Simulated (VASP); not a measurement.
Wanted: the native input for a VASP 6.6.1 run.

* Task: single point
* Functional: PBEsol
* Potentials or basis: VASP PAW PBE potentials, release 64 (Fe, Ge_d)
* Cutoff: 520 eV
* k mesh: 12 × 12 × 12
* Occupations: gaussian, width 0.1 eV
* Spin: collinear spin, ferromagnetic start
* Starting moments: [5.0, 5.0, 5.0, 0.0] μB
* Dipole correction: no
* Further INCAR settings: ALGO = Fast; EDIFF = 1e-06; NBANDS = 31

The structure of Fe3Ge lies in POSCAR:

```
Fe3Ge
1.0
    3.6605005200      0.0000000000      0.0000000000
    0.0000000000      3.6605005200      0.0000000000
    0.0000000000      0.0000000000      3.6605005200
Fe Ge
3 1
Direct
    0.0000000000      0.5000000000      0.5000000000
    0.5000000000      0.5000000000      0.0000000000
    0.5000000000      0.0000000000      0.5000000000
    0.0000000000      0.0000000000      0.0000000000
```

One way to write it, as run:

INCAR

```
  ALGO = Fast
  EDIFF = 1E-6
  ENCUT = 520
  GGA = PS
  ISIF = 2
  ISMEAR = 0
  ISPIN = 2
  LASPH = True
  LCHARG = True
  LELF = True
  LMAXMIX = 4
  LORBIT = 11
  LREAL = False
  LVHAR = True
  LWAVE = False
  MAGMOM = 5 5 5 0
  NBANDS = 31
  NELM = 150
  PREC = Accurate
  SIGMA = 0.1
```

KPOINTS

```
k-points
0
Gamma
  12 12 12
```

Potentials or basis: VASP PAW PBE potentials, release 64 (Fe, Ge_d).

Run with:

```console
$ cat potpaw_PBE.64/Fe/POTCAR potpaw_PBE.64/Ge_d/POTCAR > POTCAR
$ mpirun -np 1 vasp_std > vasp.out
```

Results of the run:

The pressure is -11.2 GPa and the net moment is 6.46 μB per cell. The site moments are Fe +2.19; Ge -0.14 μB and the valence electrons inside the program's atomic spheres are Fe 7.21; Ge 12.46.

Caveat: the cell stands under tension; the PAW data sets were made with another functional, which shifts forces and pressure a little.

Wall time 110 s on 1 thread of Intel(R) Xeon(R) 6975P-C (Granite Rapids) (shared host), peak memory 0.31 GiB.
